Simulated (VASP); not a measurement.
Wanted: the native input for a VASP 6.6.1 run.

- Task: single point
- Functional: r2SCAN
- Dispersion: D3(BJ)
- Potentials or basis: VASP PAW PBE potentials, release 64 (O, H, Na_pv, Br)
- Cutoff: 580 eV
- k mesh: 1 × 1 × 1
- Occupations: fermi-dirac, width 0.05 eV
- Spin: no spin polarisation
- Dipole correction: no
- Further INCAR settings: ALGO = Normal; EDIFF = 1e-06; NBANDS = 58

The system is NaH16BrO8.

```
CELL_PARAMETERS angstrom
7.17388 0.00000 0.00000
0.00000 7.17388 0.00000
0.00000 0.00000 7.17388
ATOMIC_POSITIONS crystal
O 0.82261 0.36767 0.06782
O 0.66664 0.21293 0.69952
O 0.26747 0.96299 0.46317
O 0.88261 0.07157 0.34161
O 0.26215 0.28331 0.21274
O 0.55455 0.58012 0.46839
O 0.39047 0.83378 0.95180
O 0.02761 0.00308 0.81604
H 0.92682 0.39956 0.98261
H 0.86592 0.25212 0.13399
H 0.73521 0.11323 0.65626
H 0.67357 0.25728 0.82534
H 0.27826 0.09956 0.45496
H 0.21415 0.93376 0.57949
H 0.82345 0.95984 0.29386
H 0.01391 0.02147 0.34596
H 0.32047 0.39702 0.17041
H 0.27129 0.17527 0.13139
H 0.47318 0.68285 0.42811
H 0.46540 0.51777 0.55943
H 0.50995 0.87261 0.90048
H 0.38018 0.72197 0.87161
H 0.12303 0.93455 0.87484
H 0.08166 0.12863 0.79214
Na 0.82572 0.39301 0.45011
Br 0.13111 0.45734 0.71441
```

The input as run:

POSCAR

```
NaH16BrO8
1.0
    7.1738770000      0.0000000000      0.0000000000
    0.0000000000      7.1738770000      0.0000000000
    0.0000000000      0.0000000000      7.1738770000
O H Na Br
8 16 1 1
Direct
    0.8226095875      0.3676673018      1.0678186983
    0.6666409251      0.2129253122      0.6995241206
    0.2674704347     -0.0370092769      0.4631665695
    0.8826050405      1.0715684141      0.3416144436
    0.2621455595      0.2833056658      0.2127440992
    0.5545536953      0.5801186722      0.4683938685
    0.3904722649      0.8337750982      0.9518005397
    0.0276140781      0.0030806215      0.8160441000
    0.9268210202      0.3995607954      0.9826067550
    0.8659195021      0.2521230849      1.1339893338
    0.7352091484      0.1132302659      0.6562560245
    0.6735688387      0.2572806866      0.8253417225
    0.2782595799      0.0995556517      0.4549562252
    0.2141519850     -0.0662403328      0.5794913964
    0.8234459554      0.9598436104      0.2938578400
    1.0139147911      1.0214699806      0.3459635564
    0.3204682768      0.3970238129      0.1704099471
    0.2712898479      0.1752748200      0.1313933874
    0.4731751046      0.6828525217      0.4281088176
    0.4653968837      0.5177674499      0.5594325077
    0.5099474106      0.8726104448      0.9004754333
    0.3801849404      0.7219666576      0.8716068034
    0.1230297090     -0.0654457834      0.8748407590
    0.0816573800      0.1286333736      0.7921379193
    0.8257180880      0.3930092473      0.4501052917
    0.1311145981      0.4573398735      0.7144114682
```

INCAR.step1

```
  PREC = Accurate
  ENCUT = 580
  ISMEAR = -1
  SIGMA = 0.05
  LREAL = F
  LASPH = T
  NELM = 120
  NBANDS = 58
  GGA = PE
  ALGO = Normal
  EDIFF = 1E-5
  LWAVE = T
  LCHARG = F
  GGA_COMPAT = F
```

INCAR.step2

```
  PREC = Accurate
  ENCUT = 580
  EDIFF = 1E-6
  ISMEAR = -1
  SIGMA = 0.05
  LREAL = F
  LASPH = T
  NELM = 120
  ALGO = Normal
  ISIF = 2
  LWAVE = F
  LCHARG = F
  METAGGA = R2SCAN
  LMIXTAU = T
  IVDW = 12
  VDW_S6 = 1.0
  VDW_S8 = 0.78981345
  VDW_A1 = 0.49484001
  VDW_A2 = 5.73083694
  NBANDS = 58
  ISTART = 1
  GGA_COMPAT = F
```

KPOINTS

```
regular mesh
0
Gamma
  1 1 1
```

Potentials or basis: VASP PAW PBE potentials, release 64 (O, H, Na_pv, Br).

Run with:

```bash
$ cat potpaw_PBE.64/O/POTCAR potpaw_PBE.64/H/POTCAR potpaw_PBE.64/Na_pv/POTCAR potpaw_PBE.64/Br/POTCAR > POTCAR
$ cp INCAR.step1 INCAR
$ mpirun -np 1 vasp_gam > vasp.out
$ cp INCAR.step2 INCAR
$ mpirun -np 1 vasp_gam > vasp.out
```

Results of the run:

```json
{"Pressure": "-2.0 GPa", "Largest force": "3.604 eV/Å", "Dispersion energy per atom": "-0.018 eV"}
```

Caveat: the k points lie up to 0.88 Å⁻¹ apart, too coarse for converged energies, forces and pressures; the PAW data sets were made with another functional, which shifts forces and pressure a little.

It took 6.9 min on 1 thread of Intel Xeon 8259CL, on a shared host, peak memory 0.48 GiB.
